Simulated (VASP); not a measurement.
A run of VASP 6.6.1:

File INCAR:

```
SYSTEM = TiAl3
PREC = Accurate
ENCUT = 520
EDIFF = 1E-6
ISMEAR = 0
SIGMA = 0.15
LREAL = .False.
LASPH = .True.
NELM = 60
ALGO = Fast
ISIF = 2
LWAVE = .False.
LCHARG = .False.
GGA = PS
NBANDS = 18
```

File KPOINTS:

```
regular mesh
0
Gamma
  12 12 12
  0 0 0
```

Contents of POSCAR:

```
TiAl3
1.0
    3.9483448106      0.0000000000      0.0000000000
    0.0000000000      3.9483448106      0.0000000000
    0.0000000000      0.0000000000      3.9483448106
Ti Al
1 3
Direct
    0.0000000000      0.0000000000      0.0000000000
    0.4525117463      0.5000000000      0.0000000000
    0.4525117463      0.0000000000      0.5000000000
   -0.0474882537      0.5000000000      0.5000000000
```

Potentials or basis: VASP PAW PBE potentials, release 64 (Ti_sv, Al).

The run is started by

```bash
$ cat potpaw_PBE.64/Ti_sv/POTCAR potpaw_PBE.64/Al/POTCAR > POTCAR
$ mpirun -np 1 vasp_std > vasp.out
```

Hardware: 1 thread of AMD EPYC 9R14 (Zen 4), on a shared host.

Q: How long does it take, and how much memory?

A: Run time: 6 min on 1 thread of AMD EPYC 9R14 (Zen 4) (shared host), peak memory 0.29 GiB. Counts: scf iterations 25, k points 196.
